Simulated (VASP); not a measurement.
The system is MoS2.

```
CELL_PARAMETERS angstrom
3.22746 0.00000 0.00000
-1.61373 2.79507 0.00000
0.00000 0.00000 6.31247
ATOMIC_POSITIONS crystal
Mo 0.00000 0.00000 0.50000
S 0.66667 0.33333 0.74468
S 0.33333 0.66667 0.25532
```

* Program: VASP 6.6.1
* Task: relaxation of cell and atoms
* Functional: PBEsol
* Dispersion: D3(BJ)
* Potentials or basis: VASP PAW PBE potentials, release 64 (Mo_sv, S)
* Cutoff: 600 eV
* k mesh: 9 × 9 × 4
* Occupations: fermi-dirac, width 0.05 eV
* Spin: no spin polarisation

At the start: pressure -6.4 GPa; volume 18.98 Å³/atom.

Task: Where does the relaxation end?

Result: Over 35 steps the energy falls by 73.9 meV/atom and the volume is 15.84 Å³/atom (-16.5 %); space group P-3m1 (No. 164, to 0.1 Å) before and after.

The path:
```csv
step,energy change (eV),largest force (eV/Å),pressure (GPa),volume (Å³)
1,0.0000,0.0419,-6.43,56.94
2,0.0234,1.9019,10.59,50.88
3,-0.0667,0.8414,0.50,54.03
4,-0.1230,0.4243,-0.13,52.75
5,-0.1342,0.0923,-0.53,51.77
6,-0.1346,0.1538,-0.49,51.94
7,-0.1451,0.2127,0.13,51.36
8,-0.1683,0.3958,2.32,49.64
9,-0.1594,0.7718,8.51,46.23
10,-0.1725,0.6166,5.19,48.02
11,-0.1741,0.6029,5.13,47.98
12,-0.1787,0.5617,4.95,47.86
13,-0.1870,0.4795,4.61,47.62
14,-0.1997,0.3182,4.00,47.14
15,-0.2075,0.0127,3.13,46.15
16,-0.2080,0.0612,3.26,46.30
17,-0.2118,0.0238,2.53,46.57
18,-0.2179,0.0876,0.47,47.36
19,-0.2182,0.1181,-0.08,47.59
20,-0.2190,0.0901,-0.01,47.61
21,-0.2204,0.0062,0.21,47.69
22,-0.2199,0.1611,0.65,47.84
23,-0.2208,0.0576,0.38,47.75
24,-0.2210,0.0307,0.00,47.84
25,-0.2210,0.0198,-0.15,47.88
26,-0.2211,0.0235,-0.13,47.87
27,-0.2213,0.0353,-0.07,47.83
28,-0.2214,0.0590,0.05,47.75
29,-0.2215,0.0484,-0.01,47.74
30,-0.2216,0.0175,-0.20,47.71
31,-0.2216,0.0081,-0.26,47.70
32,-0.2217,0.0096,-0.13,47.63
33,-0.2217,0.0115,0.02,47.55
34,-0.2217,0.0119,0.05,47.53
35,-0.2217,0.0004,-0.01,47.53
```

Final structure:
```cif
data_structure
_symmetry_space_group_name_H-M 'P 1'
_symmetry_Int_Tables_number 1
_cell_length_a 3.1359
_cell_length_b 3.1359
_cell_length_c 5.5813
_cell_angle_alpha 90.000
_cell_angle_beta 90.000
_cell_angle_gamma 120.000
_cell_volume 47.53
loop_
_atom_site_label
_atom_site_type_symbol
_atom_site_fract_x
_atom_site_fract_y
_atom_site_fract_z
_atom_site_occupancy
Mo1 Mo 0.00000 0.00000 0.50000 1
S1 S 0.66667 0.33333 0.78131 1
S2 S 0.33333 0.66667 0.21869 1
```

Caveat: the volume moved by over 15 % at a fixed basis, so the end points are rough; the PAW data sets were made with another functional, which shifts forces and pressure a little.
